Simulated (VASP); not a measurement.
Te: single point with LDA

The system is Te.

```
Te
1.0
    -2.87580    2.51107    1.51190
     2.51107   -2.87580    1.51190
     3.82201    3.82201   -2.17991
Te
2
Cartesian
  6.2643 1.0150 -0.6680
  0.4507 3.0066 0.4219
```

* Program: VASP 6.6.1
* Task: single point
* Functional: LDA
* Potentials or basis: VASP PAW LDA potentials, release 64 (Te)
* Cutoff: 520 eV
* k mesh: 11 × 11 × 8
* Occupations: fermi-dirac, width 0.1 eV
* Spin: no spin polarisation
* Dipole correction: no
* Further INCAR settings: ALGO = Normal; EDIFF = 1e-06; NBANDS = 13; ISYM = 0

The pressure is 0.1 GPa, the largest force is 0.008 eV/Å and the band gap on the k mesh is zero (bands 6 and 7 overlap by 3.60 eV).

Forces in eV/Å, atoms in the order of the input:
```
Te   0.006 -0.006  0.000
Te  -0.006  0.006  0.000
```

Stress tensor (GPa, compression positive):
```
0.05 0.05 0.00
0.05 0.05 0.00
0.00 0.00 0.09
```

Levels at points of the mesh, in eV from the Fermi level:
| k point | band 3 | band 4 | band 5 | band 6 | band 7 | band 8 | band 9 | band 10 |
| --- | --- | --- | --- | --- | --- | --- | --- | --- |
| (0.00, 0.00, 0.00) | -5.93 | -2.99 | 0.57 | 2.09 | 2.82 | 2.92 | 3.51 | 6.75 |
| (0.00, 0.00, 0.50) | -2.36 | -2.36 | -1.12 | -1.12 | 3.24 | 3.24 | 5.06 | 5.06 |

It took 4.4 min on 1 thread of Intel(R) Xeon(R) Platinum 8488C (Sapphire Rapids), with other jobs on the host, peak memory 0.41 GiB.

Caveat: spin-orbit coupling is left out, which moves the levels of the heavy elements.
